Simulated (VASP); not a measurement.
# SrAl2O2 (P6/mmm) in VASP: further runs

SrAl2O2 is run at these levels: PBE; tasks: single point, relaxation of cell and atoms.

Program: VASP 6.6.1. These are calculated values, not measurements. Logs are shortened: lines on timing, memory, paths and dates and some standing lists are left out, and cuts for length are marked.

## (1) The cell of the first run

Symmetry: P6/mmm, No. 191, hexagonal system. Conventional cell: a = 4.621 Å, b = 4.621 Å, c = 4.382 Å, α = 90.00°, β = 90.00°, γ = 120.00°. Sr (site symmetry 6/mmm) has 6 O at 2.67 Å and 12 Al at 3.45 Å within 3.5 Å. Al (site symmetry -6m2) has 2 O at 2.19 Å and 3 Al at 2.67 Å within 2.9 Å. Within 2.9 Å of O (site symmetry -6m2) lie 2 Al at 2.19 Å and 3 O at 2.67 Å and 3 Sr at 2.67 Å.

The cell was built from a structure type or drawn by symmetry, and may not be a known phase.

## (2) Single point, PBE, collinear spin, ferromagnetic start

Contents of INCAR:

```
SYSTEM = SrAl2O2
PREC = Accurate
ENCUT = 520
EDIFF = 1E-6
ISMEAR = 0
SIGMA = 0.1
LREAL = .False.
LASPH = .True.
NELM = 150
ALGO = Normal
ISIF = 2
LWAVE = .False.
LCHARG = .True.
ISPIN = 2
MAGMOM = 0 0 0 1 1
LORBIT = 11
GGA = PE
LELF = .True.
LVHAR = .True.
NBANDS = 26
```

Contents of KPOINTS:

```
Automatic mesh
0
Gamma
  6 6 4
  0 0 0
```

Contents of POSCAR:

```
SrAl2O2
1.0
    4.6205259700      0.0000000000      0.0000000000
   -2.3102629900      4.0014928700      0.0000000000
    0.0000000000      0.0000000000      4.3824653400
Sr Al O
1 2 2
Direct
    0.0000000000      0.0000000000      0.5000000000
    0.3333333300      0.6666666700      0.0000000000
    0.6666666700      0.3333333300      0.0000000000
    0.3333333300      0.6666666700      0.5000000000
    0.6666666700      0.3333333300      0.5000000000
```

Potentials or basis: VASP PAW PBE potentials, release 64 (Sr_sv, Al, O).

Run with:

```
> cat potpaw_PBE.64/Sr_sv/POTCAR potpaw_PBE.64/Al/POTCAR potpaw_PBE.64/O/POTCAR > POTCAR
> mpirun -np 1 vasp_std > vasp.out
```

OUTCAR:

```text
SYSTEM = SrAl2O2
   PREC = Accurate
   ENCUT = 520
   EDIFF = 1E-6
   ISMEAR = 0
   LREAL = .False.
   LASPH = .True.
   NELM = 150
   ISIF = 2
   ISPIN = 2
   LORBIT = 11
   GGA = PE

 ion  position               nearest neighbor table
   1  0.000  0.000  0.500-   4 2.67   5 2.67   5 2.67   4 2.67   5 2.67   4 2.67   2 3.45   3 3.45
                             2 3.45   3 3.45   3 3.45   2 3.45   3 3.45   2 3.45   3 3.45   2 3.45
   2  0.333  0.667  0.000-   4 2.19   4 2.19   3 2.67   3 2.67   3 2.67   1 3.45   1 3.45   1 3.45
                             1 3.45   1 3.45   1 3.45
   3  0.667  0.333  0.000-   5 2.19   5 2.19   2 2.67   2 2.67   2 2.67   1 3.45   1 3.45   1 3.45
                             1 3.45   1 3.45   1 3.45
   4  0.333  0.667  0.500-   2 2.19   2 2.19   1 2.67   1 2.67   1 2.67
   5  0.667  0.333  0.500-   3 2.19   3 2.19   1 2.67   1 2.67   1 2.67

  LATTYP: Found a hexagonal cell.
 ALAT       =     4.6205259700
 C/A-ratio  =     0.9484775907

  Lattice vectors:

 A1 = (   4.6205259700,   0.0000000000,   0.0000000000)
 A2 = (  -2.3102629900,   4.0014928700,   0.0000000000)
 A3 = (   0.0000000000,   0.0000000000,   4.3824653400)

Analysis of symmetry for initial positions (statically):
=====================================================================
 Subroutine PRICEL returns:
 Original cell was already a primitive cell.

 Routine SETGRP: Setting up the symmetry group for a
 hexagonal supercell.

 Subroutine GETGRP returns: Found 24 space group operations
 (whereof 24 operations were pure point group operations)
 out of a pool of 24 trial point group operations.

The static configuration has the point symmetry D_6h.

Analysis of symmetry for dynamics (positions and initial velocities):
=====================================================================
 Subroutine PRICEL returns:
 Original cell was already a primitive cell.

 Routine SETGRP: Setting up the symmetry group for a
 hexagonal supercell.

 Subroutine GETGRP returns: Found 24 space group operations
 (whereof 24 operations were pure point group operations)
 out of a pool of 24 trial point group operations.

The dynamic configuration has the point symmetry D_6h.

Analysis of structural, dynamic, and magnetic symmetry:
=====================================================================
 Subroutine PRICEL returns:
 Original cell was already a primitive cell.

 Routine SETGRP: Setting up the symmetry group for a
 hexagonal supercell.

 Subroutine GETGRP returns: Found 24 space group operations
 (whereof 24 operations were pure point group operations)
 out of a pool of 24 trial point group operations.

The overall configuration has the point symmetry D_6h.

 Subroutine INISYM returns: Found 24 space group operations
[... 138 lines left out ...]
 number of electron      27.9999995 magnetization      -0.0022612

 number of electron      27.9999995 magnetization       0.0002912

 Free energy of the ion-electron system (eV)
  ---------------------------------------------------
  ext. energy  EPLUGINS =         0.00000000
  ---------------------------------------------------
  free energy    TOTEN  =       -24.74361983 eV

  energy without entropy =      -24.71674953  energy(sigma->0) =      -24.73018468

 E-fermi :   3.8157     XC(G=0):  -9.9603

 val. band max:        3.7870365740   @ k =   0.1667   0.1667   0.5000
 cond. band min:       3.8280828934   @ k =   0.3333   0.3333   0.5000
 fundamental gap:      0.0410463195
 Fermi energy:         3.8157292566

 spin component 1

 k-point     1 :       0.0000    0.0000    0.0000
  band No.  band energies     occupation
      1     -29.4090      1.00000
      2     -12.9648      1.00000
      3     -11.8607      1.00000
      4     -11.7248      1.00000
      5     -11.3792      1.00000
      6     -11.3792      1.00000
[... 598 lines left out ...]
     25      13.3442      0.00000
     26      13.5633      0.00000
 Fermi energy:         3.8157292566

 spin component 2

 k-point     1 :       0.0000    0.0000    0.0000
  band No.  band energies     occupation
      1     -29.4091      1.00000
      2     -12.9648      1.00000
      3     -11.8606      1.00000
      4     -11.7249      1.00000
      5     -11.3792      1.00000
      6     -11.3792      1.00000
[... 598 lines left out ...]
     25      13.3443      0.00000
     26      13.5633      0.00000

------------------------ aborting loop because EDIFF is reached ----------------------------------------

  FORCE on cell =-STRESS in cart. coord.  units (eV):
  Direction    XX          YY          ZZ          XY          YZ          ZX
  --------------------------------------------------------------------------------------
  -------------------------------------------------------------------------------------
  Total        3.4589061      3.4589061    -13.4909446     -0.0000000      0.0000000      0.0000000
  in kB       68.3939045     68.3939045   -266.7601725     -0.0000001      0.0000000      0.0000000
  external PRESSURE =     -43.3241211 kB  Pullay stress =       0.0000000 kB

 VOLUME and BASIS-vectors are now :
 -----------------------------------------------------------------------------
  energy-cutoff  :      520.00
  volume of cell :       81.03
      direct lattice vectors                 reciprocal lattice vectors
     4.620525970  0.000000000  0.000000000     0.216425577  0.124953365  0.000000000
    -2.310262990  4.001492870  0.000000000     0.000000000  0.249906730  0.000000000
     0.000000000  0.000000000  4.382465340     0.000000000  0.000000000  0.228182067

 POSITION                                       TOTAL-FORCE (eV/Angst)
 -----------------------------------------------------------------------------------
      0.00000      0.00000      2.19123         0.000000      0.000000      0.000000
     -0.00000      2.66766      0.00000         0.000000      0.000000     -0.000000
      2.31026      1.33383      0.00000         0.000000     -0.000000      0.000000
     -0.00000      2.66766      2.19123        -0.000000      0.000000     -0.000000
      2.31026      1.33383      2.19123         0.000000     -0.000000      0.000000
 -----------------------------------------------------------------------------------
    total drift:                               -0.000000      0.000000      0.000000

  FREE ENERGIE OF THE ION-ELECTRON SYSTEM (eV)
  ---------------------------------------------------
  free  energy   TOTEN  =       -24.7436198288 eV

  energy  without entropy=      -24.7167495286  energy(sigma->0) =      -24.73018468

 total charge

# of ion       s       p       d       tot
------------------------------------------
    1        2.007   5.798   0.227   8.032
    2        0.432   0.300   0.000   0.732
    3        0.432   0.300   0.000   0.732
    4        1.571   3.339   0.000   4.910
    5        1.571   3.339   0.000   4.910
--------------------------------------------------
tot          6.012  13.077   0.227  19.316

 magnetization (x)

# of ion       s       p       d       tot
------------------------------------------
    1        0.000   0.000   0.000   0.000
    2        0.000   0.000   0.000   0.000
    3        0.000   0.000   0.000   0.000
    4        0.000   0.000   0.000   0.000
    5        0.000   0.000   0.000   0.000
--------------------------------------------------
tot          0.000   0.000   0.000   0.000
```

OSZICAR:

```text
N       E                     dE             d eps       ncg     rms          rms(c)
DAV:   1     0.124900898466E+03    0.12490E+03   -0.13016E+04  2184   0.971E+02
DAV:   2    -0.186765642833E+02   -0.14358E+03   -0.13618E+03  2784   0.214E+02
DAV:   3    -0.287099160083E+02   -0.10033E+02   -0.99593E+01  3274   0.518E+01
DAV:   4    -0.289550591749E+02   -0.24514E+00   -0.24472E+00  3100   0.622E+00
[... 16 lines left out ...]
DAV:  21    -0.247436185627E+02    0.11549E-04   -0.94743E-05  2484   0.448E-02    0.111E-02
DAV:  22    -0.247436212514E+02   -0.26887E-05   -0.12307E-05  2742   0.168E-02    0.168E-02
DAV:  23    -0.247436196933E+02    0.15581E-05   -0.90971E-06  2372   0.143E-02    0.906E-03
DAV:  24    -0.247436198288E+02   -0.13549E-06   -0.11830E-06  1484   0.525E-03
   1 F= -.24743620E+02 E0= -.24730185E+02  d E =-.268703E-01  mag=    -0.0003
```

stdout:

```text
POSCAR found type information on POSCAR SrAlO
 POSCAR found :  3 types and       5 ions
 scaLAPACK will be used
 LDA part: xc-table for (Slater+PW92), standard interpolation
 POSCAR, INCAR and KPOINTS ok, starting setup
 FFT: planning ... GRIDC
 FFT: planning ... GRID_SOFT
 FFT: planning ... GRID
 WAVECAR not read
 entering main loop
```

It took 97 s on 1 thread of Intel Xeon Platinum 8488C (Sapphire Rapids), shared host; peak memory 0.27 GiB.

What came out:

- Free energy: -24.7436 eV
- Pressure: -4.3 GPa
- Band gap on the k mesh: zero (filled and empty bands overlap)
- Net moment: 0.00 μB per cell
- Valence electrons inside the program's atomic spheres: Sr 8.03; Al 0.73; O 4.91

Levels at points of the mesh, in eV from the Fermi level:
Spin up:
| k point | band 12 | band 13 | band 14 | band 15 | band 16 | band 17 |
| --- | --- | --- | --- | --- | --- | --- |
| (0.00, 0.00, 0.00) | -0.30 | -0.30 | 2.11 | 2.11 | 3.91 | 3.91 |
| (0.50, 0.00, 0.00) | -1.27 | -0.49 | -0.47 | 1.15 | 1.61 | 4.77 |
| (0.00, 0.00, 0.50) | -0.15 | -0.15 | 0.82 | 0.82 | 1.99 | 1.99 |
| (0.50, 0.00, 0.50) | -0.74 | -0.66 | -0.41 | 0.07 | 3.73 | 5.04 |
Spin down:
```tsv
k point	band 10	band 11	band 12	band 13	band 14	band 15	band 16	band 17	band 18	band 19
(0.00, 0.00, 0.00)	-3.29	-2.44	-0.30	-0.30	2.11	2.11	3.91	3.91	4.10	4.69
(0.50, 0.00, 0.00)	-3.07	-2.84	-1.27	-0.49	-0.47	1.15	1.61	4.77	5.59	7.12
(0.00, 0.00, 0.50)	-2.90	-0.51	-0.15	-0.15	0.82	0.82	1.99	1.99	2.80	6.59
(0.50, 0.00, 0.50)	-2.30	-0.77	-0.74	-0.66	-0.41	0.07	3.73	5.04	5.25	6.74
```

Caveat: the cell stands under tension.

## (3) Relaxation of cell and atoms, PBE

This run uses another cell than the first one, of 16.04 Å³/atom.

Contents of INCAR:

```
PREC = Accurate
ENCUT = 600
EDIFF = 1E-6
ISMEAR = 0
SIGMA = 0.1
LREAL = F
LASPH = T
NELM = 80
ALGO = Normal
ISIF = 3
LWAVE = F
LCHARG = F
GGA = PE
IBRION = 2
NSW = 90
EDIFFG = -0.04
```

Contents of KPOINTS:

```
regular mesh
0
Gamma
  6 6 6
```

Contents of POSCAR:

```
SrAl2O2
1.0
    5.0463972038      0.0000000000      0.0000000000
   -2.5231986019      4.3703081761      0.0000000000
    0.0000000000      0.0000000000      3.6358280222
Sr Al O
1 2 2
Direct
    0.0000000000      0.0000000000      0.5000000000
    0.3333333333      0.6666666667      0.0000000000
    0.6666666667      0.3333333333      0.0000000000
    0.3333333333      0.6666666667      0.5000000000
    0.6666666667      0.3333333333      0.5000000000
```

Potentials or basis: VASP PAW PBE potentials, release 64 (Sr_sv, Al, O).

Run with:

```
> cat potpaw_PBE.64/Sr_sv/POTCAR potpaw_PBE.64/Al/POTCAR potpaw_PBE.64/O/POTCAR > POTCAR
> mpirun -np 1 vasp_std > vasp.out
```

OUTCAR:

```text
PREC = Accurate
   ENCUT = 600
   EDIFF = 1E-6
   ISMEAR = 0
   LREAL = F
   LASPH = T
   NELM = 80
   ISIF = 3
   GGA = PE
   IBRION = 2
   NSW = 90
   EDIFFG = -0.04

 ion  position               nearest neighbor table
   1  0.000  0.000  0.500-   4 2.91   5 2.91   5 2.91   4 2.91   5 2.91   4 2.91   2 3.43   3 3.43
                             2 3.43   3 3.43   3 3.43   2 3.43   3 3.43   2 3.43   3 3.43   2 3.43
   2  0.333  0.667  0.000-   4 1.82   4 1.82   3 2.91   3 2.91   3 2.91   1 3.43   1 3.43   1 3.43
                             1 3.43   1 3.43   1 3.43
[... 715 lines left out ...]
  Total       -0.0906056     -0.0906056     -0.1526904      0.0000000      0.0000000      0.0000000
  in kB       -1.8103757     -1.8103757     -3.0508835      0.0000000      0.0000000      0.0000000
  external PRESSURE =      -2.2238783 kB  Pullay stress =       0.0000000 kB

 VOLUME and BASIS-vectors are now :
 -----------------------------------------------------------------------------
  energy-cutoff  :      600.00
  volume of cell :       80.19
      direct lattice vectors                 reciprocal lattice vectors
     5.046397204  0.000000000  0.000000000     0.198161175  0.114408408  0.000000000
    -2.523198602  4.370308176  0.000000000     0.000000000  0.228816816  0.000000000
     0.000000000  0.000000000  3.635828022     0.000000000  0.000000000  0.275040512

 POSITION                                       TOTAL-FORCE (eV/Angst)
 -----------------------------------------------------------------------------------
      0.00000      0.00000      1.81791        -0.000000      0.000000     -0.000000
     -0.00000      2.91354      0.00000        -0.000000      0.000000     -0.000000
      2.52320      1.45677      0.00000         0.000000      0.000000      0.000000
     -0.00000      2.91354      1.81791         0.000000     -0.000000     -0.000000
      2.52320      1.45677      1.81791        -0.000000     -0.000000      0.000000
 -----------------------------------------------------------------------------------
    total drift:                               -0.000000      0.000000      0.000000

  FREE ENERGIE OF THE ION-ELECTRON SYSTEM (eV)
  ---------------------------------------------------
  free  energy   TOTEN  =       -26.8611234670 eV

  energy  without entropy=      -26.8469653317  energy(sigma->0) =      -26.85404440

 reached required accuracy - stopping structural energy minimisation
```

OSZICAR:

```text
N       E                     dE             d eps       ncg     rms          rms(c)
DAV:   1     0.159881629691E+03    0.15988E+03   -0.15023E+04  1008   0.157E+03
DAV:   2    -0.188300634556E+02   -0.17871E+03   -0.17508E+03  1380   0.299E+02
DAV:   3    -0.306919921856E+02   -0.11862E+02   -0.11824E+02  1530   0.776E+01
DAV:   4    -0.309595693827E+02   -0.26758E+00   -0.26714E+00  1426   0.910E+00
DAV:   5    -0.309648054713E+02   -0.52361E-02   -0.52356E-02  1378   0.106E+00    0.177E+01
DAV:   6    -0.270568799866E+02    0.39079E+01   -0.30027E+01  1070   0.309E+01    0.138E+01
DAV:   7    -0.268992483354E+02    0.15763E+00   -0.16372E+00  1092   0.906E+00    0.860E+00
DAV:   8    -0.268602203503E+02    0.39028E-01   -0.19581E-01  1236   0.378E+00    0.472E-01
DAV:   9    -0.268608654422E+02   -0.64509E-03   -0.81243E-03  1458   0.565E-01    0.276E-01
DAV:  10    -0.268611021104E+02   -0.23667E-03   -0.10005E-03  1312   0.197E-01    0.865E-02
DAV:  11    -0.268611179752E+02   -0.15865E-04   -0.23616E-04  1172   0.970E-02    0.208E-02
DAV:  12    -0.268611226845E+02   -0.47093E-05   -0.16484E-05  1196   0.301E-02    0.847E-03
DAV:  13    -0.268611234670E+02   -0.78243E-06   -0.28288E-06   864   0.127E-02
   1 F= -.26861123E+02 E0= -.26854044E+02  d E =-.268611E+02
```

It took 31 s on 1 thread of Intel Xeon Platinum 8488C (Sapphire Rapids), shared host; peak memory 0.24 GiB.

What came out:

| Property | Result |
| --- | --- |
| Free energy | -26.8611 eV |
| Pressure after relaxing | -0.2 GPa |
| Band gap on the k mesh | zero (bands 14 and 15 overlap by 3.46 eV) |

Stress tensor (GPa, compression positive):
```
-0.18  0.00  0.00
 0.00 -0.18  0.00
 0.00  0.00 -0.31
```

Final structure:
```cif
data_structure
_symmetry_space_group_name_H-M 'P 1'
_symmetry_Int_Tables_number 1
_cell_length_a 5.0464
_cell_length_b 5.0464
_cell_length_c 3.6358
_cell_angle_alpha 90.000
_cell_angle_beta 90.000
_cell_angle_gamma 120.000
_cell_volume 80.19
loop_
_atom_site_label
_atom_site_type_symbol
_atom_site_fract_x
_atom_site_fract_y
_atom_site_fract_z
_atom_site_occupancy
Sr1 Sr 0.00000 0.00000 0.50000 1
Al1 Al 0.33333 0.66667 0.00000 1
Al2 Al 0.66667 0.33333 0.00000 1
O1 O 0.33333 0.66667 0.50000 1
O2 O 0.66667 0.33333 0.50000 1
```

Levels at points of the mesh, in eV from the Fermi level:
| k point | band 11 | band 12 | band 13 | band 14 | band 15 | band 16 | band 17 | band 18 |
| --- | --- | --- | --- | --- | --- | --- | --- | --- |
| (0.00, 0.00, 0.00) | -4.13 | -2.57 | -2.57 | 3.04 | 3.04 | 3.08 | 3.91 | 3.91 |
| (0.50, 0.00, 0.00) | -3.57 | -2.52 | -1.34 | -0.77 | 1.19 | 2.37 | 5.21 | 5.42 |
| (0.00, 0.00, 0.50) | -2.29 | -2.29 | -0.01 | 0.84 | 0.84 | 0.91 | 0.91 | 4.08 |
| (0.50, 0.00, 0.50) | -2.66 | -2.33 | -0.92 | -0.38 | -0.20 | 4.28 | 5.23 | 5.47 |

Caveat: the relaxation stopped at its first step, so nothing moved.

## (4) Single point, PBE, collinear spin, ferromagnetic start

This run uses another cell than the first one, of 16.04 Å³/atom.

Contents of INCAR:

```
SYSTEM = SrAl2O2
PREC = Accurate
ENCUT = 520
EDIFF = 1E-7
ISMEAR = 0
SIGMA = 0.1
LREAL = .FALSE.
LASPH = .TRUE.
NELM = 150
ALGO = Normal
ISIF = 2
LWAVE = .FALSE.
LCHARG = .FALSE.
ISPIN = 2
MAGMOM = 0 0 0 1 1
LORBIT = 11
GGA = PE
NBANDS = 26
```

Contents of KPOINTS:

```
Automatic mesh
0
G
  6 6 6
  0 0 0
```

POSCAR is that of step 3.

Run with:

```
> cat potpaw_PBE.64/Sr_sv/POTCAR potpaw_PBE.64/Al/POTCAR potpaw_PBE.64/O/POTCAR > POTCAR
> mpirun -np 1 vasp_std > vasp.out
```

Wall time 87 s (1 thread of Intel Xeon Platinum 8488C (Sapphire Rapids), shared host); peak memory 0.29 GiB.

The run converged. Its results:

```
Free energy                                           : -26.8557 eV
Pressure                                              : -0.1 GPa
Band gap on the k mesh                                : zero (filled and empty bands overlap)
Net moment                                            : 0.00 μB per cell
Valence electrons inside the program's atomic spheres : Sr 8.03; Al 0.74; O 5.05
```

Stress tensor (GPa, compression positive):
```
-0.10  0.00  0.00
 0.00 -0.10  0.00
 0.00  0.00 -0.19
```

Levels at points of the mesh, in eV from the Fermi level:
Spin up:
```csv
k point,band 11,band 12,band 13,band 14,band 15,band 16,band 17,band 18
"(0.00, 0.00, 0.00)",-4.13,-2.57,-2.57,3.04,3.04,3.08,3.91,3.91
"(0.50, 0.00, 0.00)",-3.57,-2.52,-1.34,-0.77,1.19,2.37,5.21,5.38
"(0.00, 0.00, 0.50)",-2.29,-2.29,-0.01,0.84,0.84,0.91,0.91,4.08
"(0.50, 0.00, 0.50)",-2.66,-2.33,-0.92,-0.38,-0.20,4.28,5.23,5.47
```
Spin down:
```tsv
k point	band 11	band 12	band 13	band 14	band 15	band 16	band 17	band 18
(0.00, 0.00, 0.00)	-4.13	-2.57	-2.57	3.04	3.04	3.08	3.91	3.91
(0.50, 0.00, 0.00)	-3.57	-2.52	-1.34	-0.77	1.19	2.37	5.21	5.38
(0.00, 0.00, 0.50)	-2.29	-2.29	-0.01	0.84	0.84	0.91	0.91	4.08
(0.50, 0.00, 0.50)	-2.66	-2.33	-0.92	-0.38	-0.20	4.28	5.23	5.47
```

## (5) The runs side by side

```tsv
task	spin	cell	k mesh	cutoff (eV)	gap on the mesh (eV)	pressure (GPa)	moment (μB)
single point	collinear, ferromagnetic start	a = 4.621, b = 4.621, c = 4.382 Å, angles 90.0, 90.0, 120.0°, 5 atoms	6 × 6 × 4	520	none	-4.3	0.00
relaxation of cell and atoms	off	relaxed from a = 5.046, b = 5.046, c = 3.636 Å, angles 90.0, 90.0, 120.0°, 5 atoms	6 × 6 × 6	600	none	-0.2	-
single point	collinear, ferromagnetic start	a = 5.046, b = 5.046, c = 3.636 Å, angles 90.0, 90.0, 120.0°, 5 atoms	6 × 6 × 6	520	none	-0.1	0.00
```

Alike in all rows: level PBE; potentials or basis VASP PAW PBE potentials, release 64 (Sr_sv, Al, O); smearing gaussian 0.1 eV.

Caveats: the cell stands under tension (at least some runs); the relaxation stopped at its first step, so nothing moved (at least some runs).

Absolute energies hang on the potentials; compare differences alone.
